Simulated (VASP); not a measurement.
**Mo2C: single point with LDA**

The system is Mo2C.

```
C Mo
1.0
     4.14100    0.00000    0.00000
    -2.07050    3.58621    0.00000
     0.00000    0.00000    2.60381
C Mo
1 2
Cartesian
  0.0000 0.0000 0.0000
  0.0000 2.3908 1.3019
  2.0705 1.1954 1.3019
```

```json
{
  "Program": "VASP 6.6.1",
  "Task": "single point",
  "Functional": "LDA",
  "Potentials or basis": "VASP PAW LDA potentials, release 64 (C, Mo_sv)",
  "Cutoff": "520 eV",
  "k mesh": "7 × 7 × 6",
  "Occupations": "fermi-dirac, width 0.05 eV",
  "Spin": "no spin polarisation",
  "Dipole correction": "no",
  "Further INCAR settings": "ALGO = Normal; EDIFF = 1e-07; NBANDS = 23"
}
```

```yaml
Pressure: 1.2 GPa
Band_gap_on_the_k_mesh: zero (bands 16 and 17 overlap by 1.07 eV)
```

Stress tensor (GPa, compression positive):
```
1.43 0.00 0.00
0.00 1.43 0.00
0.00 0.00 0.83
```

Levels at points of the mesh, in eV from the Fermi level:
```csv
k point,band 13,band 14,band 15,band 16,band 17,band 18,band 19,band 20
"(0.00, 0.00, 0.00)",-2.19,-0.82,-0.82,0.40,0.62,0.62,2.45,3.54
"(0.00, 0.00, 0.50)",-3.10,-3.10,-0.54,-0.54,0.12,0.12,1.60,3.75
```

It took 27 s on 1 thread of Intel Xeon 8259CL, on a shared host, peak memory 0.15 GiB.

Caveat: the k points lie up to 0.40 Å⁻¹ apart, too coarse for converged energies and pressures of a metal.
